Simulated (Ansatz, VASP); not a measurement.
**CsMgBiO3 in VASP and in Ansatz**

```xyz
6
Lattice="3.1825 1.8374 4.0069 -3.1825 1.8374 4.0069 0.0000 -3.6748 4.0069" Properties=species:S:1:pos:R:3 pbc="T T T"
Cs    0.0000    0.0000   10.7410
Mg    0.0000    0.0000    3.8108
Bi    0.0000    0.0000    6.8725
O    -1.5429    0.8908    7.8835
O     0.0000   -1.7815    7.8835
O     1.5429    0.8908    7.8835
```

Alike in both runs: functional r2SCAN; k mesh 4 × 4 × 4; occupations fermi-dirac, width 0.01 eV; no spin polarisation.

Ansatz relaxed the structure, and its values are those at the end. VASP's run is a single point on that final structure, the one shown.

|  | VASP | Ansatz |
| --- | --- | --- |
| version | VASP 6.6.1 | Ansatz 0.2.0 |
| potentials or method | VASP PAW PBE potentials, release 64 (Cs_sv, Mg, Bi_d, O) | plane waves, PAW |
| plane-wave cutoff (eV) | 660 | 500 |
| valence electrons in the cell | 44 | 52 |

```csv
,VASP,Ansatz,Ansatz less VASP
pressure (GPa),0.1,0.0,-0.10
rms of the force components (eV/Å),0.067,0.001,-0.0660
```

VASP's potentials were made for PBE, not for r2SCAN. VASP's potentials hold 44 valence electrons a cell and Ansatz's 52, so a difference there can come from the potentials and not from the codes.

Neither program's run includes spin-orbit coupling.
